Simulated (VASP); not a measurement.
# Re in VASP: notebook, part 2 of 3

VASP 6.6.1.

## 3. Electric field gradients, PBE (equal xy, yz and zx shear strains of +3 %)

INCAR reads:

```
ALGO = Normal ; EDIFF = 1E-8
ENCUT = 520 ; GGA = PE
ISIF = 2 ; ISMEAR = -1
LASPH = T ; LCHARG = F
LEFG = T ; LREAL = F
LWAVE = F ; NBANDS = 10
NELM = 60 ; PREC = Accurate
SIGMA = 0.03
```

KPOINTS reads:

```
k-points
0
Gamma
  14 14 14
```

POSCAR reads:

```
Re
1.0
    0.0592500000      2.0046250000      2.0046250000
    2.0046250000      0.0592500000      2.0046250000
    2.0046250000      2.0046250000      0.0592500000
Re
1
Direct
    0.0000000000      0.0000000000      0.0000000000
```

Potentials or basis: VASP PAW PBE potentials, release 64 (Re).

Started as:

```bash
$ cat potpaw_PBE.64/Re/POTCAR > POTCAR
$ mpirun -np 1 vasp_std > vasp.out
```

OUTCAR:

```text
EDIFF = 1E-8
   ENCUT = 520
   GGA = PE
   ISIF = 2
   ISMEAR = -1
   LASPH = T
   LREAL = F
   NELM = 60
   PREC = Accurate

 ion  position               nearest neighbor table
   1  0.000  0.000  0.000-

  LATTYP: Found a trigonal (rhomboedric) cell.
 ALAT       =     2.8355869487
 COS(alpha) =     0.5293254421

  Lattice vectors:

 A1 = (   0.0592500000,   2.0046250000,   2.0046250000)
 A2 = (   2.0046250000,   0.0592500000,   2.0046250000)
 A3 = (   2.0046250000,   2.0046250000,   0.0592500000)

Analysis of symmetry for initial positions (statically):
=====================================================================
 Subroutine PRICEL returns:
 Original cell was already a primitive cell.

 Routine SETGRP: Setting up the symmetry group for a
 trigonal (rhombohedral) supercell.

 Subroutine GETGRP returns: Found 12 space group operations
 (whereof 12 operations were pure point group operations)
 out of a pool of 12 trial point group operations.

The static configuration has the point symmetry D_3d.

Analysis of symmetry for dynamics (positions and initial velocities):
=====================================================================
 Subroutine PRICEL returns:
 Original cell was already a primitive cell.

 Routine SETGRP: Setting up the symmetry group for a
 trigonal (rhombohedral) supercell.

 Subroutine GETGRP returns: Found 12 space group operations
 (whereof 12 operations were pure point group operations)
 out of a pool of 12 trial point group operations.

The dynamic configuration has the point symmetry D_3d.

 Subroutine INISYM returns: Found 12 space group operations
 (whereof 12 operations are pure point group operations),
 and found     1 'primitive' translations

----------------------------------------------------------------------------------------

                                     Primitive cell

  volume of cell :      15.3972

  direct lattice vectors                    reciprocal lattice vectors
     0.059250000  2.004625000  2.004625000    -0.260762862  0.253276847  0.253276847
     2.004625000  0.059250000  2.004625000     0.253276847 -0.260762862  0.253276847
     2.004625000  2.004625000  0.059250000     0.253276847  0.253276847 -0.260762862

  length of vectors
     2.835586949  2.835586949  2.835586949     0.443052585  0.443052585  0.443052585

  position of ions in fractional coordinates (direct lattice)
     0.000000000  0.000000000  0.000000000

  ion indices of the primitive-cell ions
   primitive index   ion index
                 1           1

----------------------------------------------------------------------------------------

 KPOINTS: k-points

Automatic generation of k-mesh.
 Grid dimensions read from file:
 generate k-points for:   14   14   14
[... 70 lines left out ...]
   ISIF   =      2    stress and relaxation
   ISYM   =      2    0-nonsym 1-usesym 2-fastsym
   POTIM  = 0.5000    time-step for ionic-motion
   TEBEG  =    0.0;   TEEND  =   0.0 temperature during run
   PSTRESS=    0.0 pullay stress
   NELECT =       7.0000    total number of electrons
   NUPDOWN=      -1.0000    fix difference up-down
   EMIN   =  10.00;   EMAX   =-10.00  energy-range for DOS
   EFERMI =   0.00;   METHOD = LEGACY
   ISMEAR =    -1;   SIGMA  =   0.03  broadening in eV -4-tet -1-fermi 0-gaus
   EFERMI_NEDOS =   21; number of points for ismear=-14 and -15
   IALGO  =     38    algorithm
   IMIX   =      4    mixing-type and parameters
     AMIX     =   0.40;   BMIX     =  1.00
     AMIX_MAG =   1.60;   BMIX_MAG =  1.00
  volume/ion in A,a.u.               =      15.40       103.91
  Fermi-wavevector in a.u.,A,eV,Ry     =   1.258811  2.378808 21.559861  1.584605
  Thomas-Fermi vector in A             =   2.392402
   LORBIT       =      0    0 simple, 1 ext, 2 COOP (PROOUT), +10 PAW based schemes
   GGA     = PE    functional components
   LHFCALC =     F    Hartree Fock is set to
   AEXX    =    0.0000 exact exchange contribution
   IVDW    =     0    specifies the selected vdW correction
   LEPSILON=     F    determine dielectric tensor
   LRPA    =     F    only Hartree local field effects (RPA)
 non-spin polarized calculation
  energy-cutoff  :      520.00
  volume of cell :       15.40
 maximum number of plane-waves:       425
 NGX is ok and might be reduce to    24
   NGX = 11   NGY = 11   NGZ = 11

 number of electron       7.0000000 magnetization

 Free energy of the ion-electron system (eV)
  ---------------------------------------------------
  ext. energy  EPLUGINS =         0.00000000
  ---------------------------------------------------
  free energy    TOTEN  =       -12.32285851 eV

  energy without entropy =      -12.31970839  energy(sigma->0) =      -12.32128345

 E-fermi :   7.6141     XC(G=0): -13.4796

 val. band max:        7.6127803274   @ k =   0.3571   0.2143   0.1429
 cond. band min:       7.6144685995   @ k =  -0.1429   0.1429   0.0714
 fundamental gap:      0.0016882720
 Fermi energy:         7.6141035439

 k-point     1 :       0.0000    0.0000    0.0000
  band No.  band energies     occupation
      1      -2.2135      2.00000
      2       5.2818      2.00000
      3       6.0335      2.00000
      4       6.0335      2.00000
      5       8.8149      0.00000
      6       8.8149      0.00000
      7      21.4373      0.00000
      8      26.0670      0.00000
      9      27.3245      0.00000
     10      27.3245      0.00000
[... 287 lines left out ...]
 k-point    24 :       0.2857    0.1429    0.0000
  band No.  band energies     occupation
      1       0.5647      2.00000
      2       4.2277      2.00000
      3       6.0755      2.00000
      4       6.8706      2.00000
      5       8.4430      0.00000
      6       9.7597      0.00000
      7      22.7996      0.00000
      8      25.8679      0.00000
      9      27.2900      0.00000
     10      28.7470      0.00000

 [... further k-points ...]

------------------------ aborting loop because EDIFF is reached ----------------------------------------

  FORCE on cell =-STRESS in cart. coord.  units (eV):
  Direction    XX          YY          ZZ          XY          YZ          ZX
  --------------------------------------------------------------------------------------
  -------------------------------------------------------------------------------------
  Total       -0.8477713     -0.8477713     -0.8477713     -0.5376782     -0.5376782     -0.5376782
  in kB      -88.2161913    -88.2161913    -88.2161913    -55.9489625    -55.9489625    -55.9489625
  external PRESSURE =     -88.2161913 kB  Pullay stress =       0.0000000 kB

 VOLUME and BASIS-vectors are now :
 -----------------------------------------------------------------------------
  energy-cutoff  :      520.00
  volume of cell :       15.40
      direct lattice vectors                 reciprocal lattice vectors
     0.059250000  2.004625000  2.004625000    -0.260762862  0.253276847  0.253276847
     2.004625000  0.059250000  2.004625000     0.253276847 -0.260762862  0.253276847
     2.004625000  2.004625000  0.059250000     0.253276847  0.253276847 -0.260762862

 POSITION                                       TOTAL-FORCE (eV/Angst)
 -----------------------------------------------------------------------------------
      0.00000      0.00000      0.00000        -0.000000      0.000000     -0.000000
 -----------------------------------------------------------------------------------
    total drift:                               -0.000000      0.000000      0.000000

  FREE ENERGIE OF THE ION-ELECTRON SYSTEM (eV)
  ---------------------------------------------------
  free  energy   TOTEN  =       -12.3228585087 eV

  energy  without entropy=      -12.3197083884  energy(sigma->0) =      -12.32128345

 Electric field gradients (V/A^2)
---------------------------------------------------------------------
 ion       V_xx      V_yy      V_zz      V_xy      V_xz      V_yz
---------------------------------------------------------------------
   1      -0.000    -0.000     0.000    50.729    50.729    50.729
---------------------------------------------------------------------

 Electric field gradients after diagonalization (V/A^2)
 (convention: |V_zz| > |V_xx| > |V_yy|)
----------------------------------------------------------------------
 ion       V_xx      V_yy      V_zz     asymmetry (V_yy - V_xx)/ V_zz
----------------------------------------------------------------------
   1     -50.729   -50.729   101.458       0.000
----------------------------------------------------------------------

           NMR quadrupolar parameters

 Cq : quadrupolar parameter    Cq=e*Q*V_zz/h
 eta: asymmetry parameters     (V_yy - V_xx)/ V_zz
 Q  : nuclear electric quadrupole moment in mb (millibarn)
----------------------------------------------------------------------
 ion       Cq(MHz)       eta       Q (mb)
----------------------------------------------------------------------
   1       0.245       0.000       1.000
----------------------------------------------------------------------
```

OSZICAR:

```text
N       E                     dE             d eps       ncg     rms          rms(c)
DAV:   1     0.485208543298E+01    0.48521E+01   -0.34033E+03  9088   0.769E+02
DAV:   2    -0.126745392081E+02   -0.17527E+02   -0.16227E+02  8984   0.156E+02
DAV:   3    -0.130583839134E+02   -0.38384E+00   -0.37369E+00  9454   0.387E+01
DAV:   4    -0.130605633114E+02   -0.21794E-02   -0.21781E-02  9512   0.140E+00
DAV:   5    -0.130605678917E+02   -0.45803E-05   -0.45801E-05  8562   0.295E-02    0.277E+01
DAV:   6    -0.125100136354E+02    0.55055E+00   -0.48671E-01  9066   0.187E+01    0.107E+01
DAV:   7    -0.123293666393E+02    0.18065E+00   -0.34583E-01  9136   0.150E+01    0.906E-01
DAV:   8    -0.123232759872E+02    0.60907E-02   -0.34609E-03  8604   0.537E-01    0.184E-01
DAV:   9    -0.123228489267E+02    0.42706E-03   -0.43943E-04  8960   0.230E-01    0.195E-02
DAV:  10    -0.123228581068E+02   -0.91801E-05   -0.10977E-05  8182   0.251E-02    0.539E-03
DAV:  11    -0.123228587902E+02   -0.68346E-06   -0.29974E-07  6970   0.124E-02    0.222E-03
DAV:  12    -0.123228585675E+02    0.22275E-06   -0.33465E-08  7546   0.237E-03    0.553E-04
DAV:  13    -0.123228585119E+02    0.55595E-07   -0.17561E-09  4006   0.111E-03    0.129E-04
DAV:  14    -0.123228585087E+02    0.31481E-08   -0.47375E-10  3780   0.368E-04
   1 F= -.12322859E+02 E0= -.12321283E+02  d E =-.315012E-02
```

stdout:

```text
POSCAR found type information on POSCAR Re
 POSCAR found :  1 types and       1 ions
 scaLAPACK will be used
 LDA part: xc-table for (Slater+PW92), standard interpolation
 POSCAR, INCAR and KPOINTS ok, starting setup
 FFT: planning ... GRIDC
 FFT: planning ... GRID_SOFT
 FFT: planning ... GRID
 WAVECAR not read
 entering main loop
ion   1
```

Run time: 41 s. Hardware: 1 thread of Intel Xeon Platinum 8488C (Sapphire Rapids), shared host; peak memory 0.18 GiB.

Results:

```
Free energy                             : -12.3229 eV
Pressure                                : -8.8 GPa
Band gap on the k mesh                  : zero (an odd number of electrons rules out a gap without spin polarisation)
Largest electric field gradient by atom : Re +101.5 V/Å²
```

Electric field gradients, principal values (V/Å²):
| atom | least | middle | greatest (by size) |
| --- | --- | --- | --- |
| 1 Re | -50.729 | -50.729 | 101.458 |

Caveat: the cell differs from its parent crystal (equal xy, yz and zx shear strains of +3 %); the cell stands under tension; without QUAD_EFG the Cq values of the log hold for a quadrupole moment of 1 mb, not for the nuclei; spin-orbit coupling is left out, which moves the levels of the heavy elements.

## 4. Electric field gradients, PBE (zz strain of +2 %)

INCAR reads:

```
PREC = Accurate
ENCUT = 520
EDIFF = 1E-8
ISMEAR = -1
SIGMA = 0.03
LREAL = False
LASPH = True
NELM = 100
ALGO = Normal
ISIF = 2
LWAVE = False
LCHARG = False
GGA = PE
LEFG = True
NBANDS = 10
```

KPOINTS reads:

```
Automatic mesh
0
Gamma
  14 14 14
```

POSCAR reads:

```
Re
1.0
    0.0000000000      1.9750000000      2.0145000000
    1.9750000000      0.0000000000      2.0145000000
    1.9750000000      1.9750000000      0.0000000000
Re
1
Direct
    0.0000000000      0.0000000000      0.0000000000
```

Potentials or basis: VASP PAW PBE potentials, release 64 (Re).

Started as:

```bash
$ cat potpaw_PBE.64/Re/POTCAR > POTCAR
$ mpirun -np 1 vasp_std > vasp.out
```

OUTCAR:

```text
PREC = Accurate
   ENCUT = 520
   EDIFF = 1E-8
   ISMEAR = -1
   LREAL = False
   LASPH = True
   NELM = 100
   ISIF = 2
   GGA = PE

 ion  position               nearest neighbor table
   1  0.000  0.000  0.000-

  LATTYP: Found a body centered tetragonal cell.
 ALAT       =     2.7930717857
 C/A-ratio  =     1.4424978336

  Lattice vectors:

 A1 = (  -1.9750000000,   0.0000000000,   2.0145000000)
[... 518 lines left out ...]
 -----------------------------------------------------------------------------------
    total drift:                               -0.000000     -0.000000     -0.000000

  FREE ENERGIE OF THE ION-ELECTRON SYSTEM (eV)
  ---------------------------------------------------
  free  energy   TOTEN  =       -12.3172160045 eV

  energy  without entropy=      -12.3132085428  energy(sigma->0) =      -12.31521227

 Electric field gradients (V/A^2)
---------------------------------------------------------------------
 ion       V_xx      V_yy      V_zz      V_xy      V_xz      V_yz
---------------------------------------------------------------------
   1       6.540     6.540   -13.081     0.000     0.000     0.000
---------------------------------------------------------------------

 Electric field gradients after diagonalization (V/A^2)
 (convention: |V_zz| > |V_xx| > |V_yy|)
----------------------------------------------------------------------
 ion       V_xx      V_yy      V_zz     asymmetry (V_yy - V_xx)/ V_zz
----------------------------------------------------------------------
   1       6.541     6.540   -13.081       0.000
----------------------------------------------------------------------

           NMR quadrupolar parameters

 Cq : quadrupolar parameter    Cq=e*Q*V_zz/h
 eta: asymmetry parameters     (V_yy - V_xx)/ V_zz
 Q  : nuclear electric quadrupole moment in mb (millibarn)
----------------------------------------------------------------------
 ion       Cq(MHz)       eta       Q (mb)
----------------------------------------------------------------------
   1      -0.032       0.000       1.000
----------------------------------------------------------------------
```

stdout:

```text
POSCAR found type information on POSCAR Re
 POSCAR found :  1 types and       1 ions
 scaLAPACK will be used
 LDA part: xc-table for (Slater+PW92), standard interpolation
 POSCAR, INCAR and KPOINTS ok, starting setup
 FFT: planning ... GRIDC
 FFT: planning ... GRID_SOFT
 FFT: planning ... GRID
 WAVECAR not read
 entering main loop
ion   1
```

It took 51 s on 1 thread of Intel Xeon 8259CL, shared host; peak memory 0.17 GiB.

What came out:

```
Free energy                             : -12.3172 eV
Pressure                                : -15.9 GPa
Band gap on the k mesh                  : zero (an odd number of electrons rules out a gap without spin polarisation)
Largest electric field gradient by atom : Re -13.1 V/Å²
```

Stress tensor (GPa, compression positive):
```
-14.57   0.00   0.00
  0.00 -14.57   0.00
  0.00   0.00 -18.69
```

Levels at points of the mesh, in eV from the Fermi level:
| k point | band 1 | band 2 | band 3 | band 4 | band 5 | band 6 | band 7 | band 8 |
| --- | --- | --- | --- | --- | --- | --- | --- | --- |
| (0.00, 0.00, 0.00) | -9.66 | -1.92 | -1.64 | -1.64 | 0.96 | 1.32 | 13.86 | 18.73 |
| (0.50, 0.00, 0.00) | -6.40 | -2.06 | -1.78 | 0.13 | 3.37 | 3.52 | 9.05 | 13.33 |
| (0.50, 0.50, 0.00) | -6.27 | -5.42 | 2.28 | 3.42 | 4.10 | 4.10 | 11.56 | 11.99 |
| (0.50, 0.00, 0.50) | -6.25 | -5.44 | 2.68 | 3.38 | 3.98 | 4.26 | 11.53 | 11.78 |

Electric field gradients, principal values (V/Å²):
```tsv
atom	least	middle	greatest (by size)
1 Re	6.540	6.541	-13.081
```

Caveat: the cell differs from its parent crystal (zz strain of +2 %); the cell stands under tension; without QUAD_EFG the Cq values of the log hold for a quadrupole moment of 1 mb, not for the nuclei; spin-orbit coupling is left out, which moves the levels of the heavy elements.

(Part 2 of 3 ends here.)
